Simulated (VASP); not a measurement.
Here is a VASP 6.6.1 calculation.

The input INCAR:

```
ALGO     = Normal         # electronic algorithm
EDIFF    = 1E-7           # SCF threshold, eV
ENCUT    = 520            # plane-wave cutoff, eV
GGA      = PE             # functional
ISIF     = 2              # what is computed and relaxed
ISMEAR   = 0              # smearing method
LASPH    = True           # aspherical terms in the spheres
LCHARG   = False          # write CHGCAR
LREAL    = False          # projectors in reciprocal space
LWAVE    = False          # write WAVECAR
NBANDS   = 25             # bands
NELM     = 100            # most SCF steps
PREC     = Accurate       # precision mode
SIGMA    = 0.02           # smearing width, eV
```

Contents of KPOINTS:

```
k-points
0
Gamma
  6 6 4
```

POSCAR

```
CO2
1.0
    2.5776312327     -2.3238499882     -0.0051806105
    2.5776312327      2.3238499882      0.0051806105
    0.0000000000      0.0142941696      6.2290960819
C O
2 4
Direct
    0.0102753291     -0.0102753291      0.0109982271
    0.4791007123      0.5208992877      0.4855585698
    0.7853304622      0.2146695378      0.8845940419
    0.1906278138      0.8093721862      0.1189473541
    0.7166906774      0.2833093226      0.3898615499
    0.3179750051      0.6820249949      0.6100402572
```

Potentials or basis: VASP PAW PBE potentials, release 64 (C, O).

Launch:

```sh
$ cat potpaw_PBE.64/C/POTCAR potpaw_PBE.64/O/POTCAR > POTCAR
$ mpirun -np 1 vasp_std > vasp.out
```

(1) Estimate the pressure.

(2) What does it give for the largest force?

(3) Estimate the band gap on the k mesh.

Answers

(1) 11.6 GPa.

(2) 20.311 eV/Å.

(3) 5.62 eV (least direct gap 5.86 eV).

Caveat: the cell differs from its parent crystal (strained and its atoms moved); the stress differs along the axes, from 3 to 19 GPa; this functional lacks dispersion, which holds the molecules together, so the pressure and a relaxed volume are unreliable; forces of over 1 eV/Å act on the atoms, so gaps and moduli don't describe the material at rest.
